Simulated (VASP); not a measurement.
Input of a VASP 6.6.1 run:

File INCAR:

```
  PREC = Accurate
  ENCUT = 520
  EDIFF = 1E-6
  ISMEAR = -1
  SIGMA = 0.1
  LREAL = F
  LASPH = T
  NELM = 80
  ALGO = Normal
  ISIF = 2
  LWAVE = F
  LCHARG = T
  LELF = T
  LVHAR = T
  NBANDS = 14
```

Contents of KPOINTS:

```
Automatic mesh
0
Gamma
  11 11 6
```

File POSCAR:

```
Na
1.0
    3.7132935279      0.0000000000      0.0000000000
   -1.8566467640      3.2158065269      0.0000000000
    0.0000000000      0.0000000000      6.0627157759
Na
2
Direct
    0.3333333333      0.6666666667      0.2500000000
    0.6666666667      0.3333333333      0.7500000000
```

Potentials or basis: VASP PAW LDA potentials, release 64 (Na_pv).

Launch:

```console
$ cat potpaw_LDA.64/Na_pv/POTCAR > POTCAR
$ mpirun -np 1 vasp_std > vasp.out
```

Task: What does it give for the band gap on the k mesh?

Result: Zero (bands 7 and 8 overlap by 4.10 eV).

Task: Estimate the pressure.

Result: -0.6 GPa.

Stress tensor (GPa, compression positive):
```
-0.63  0.00  0.00
 0.00 -0.63  0.00
 0.00  0.00 -0.47
```
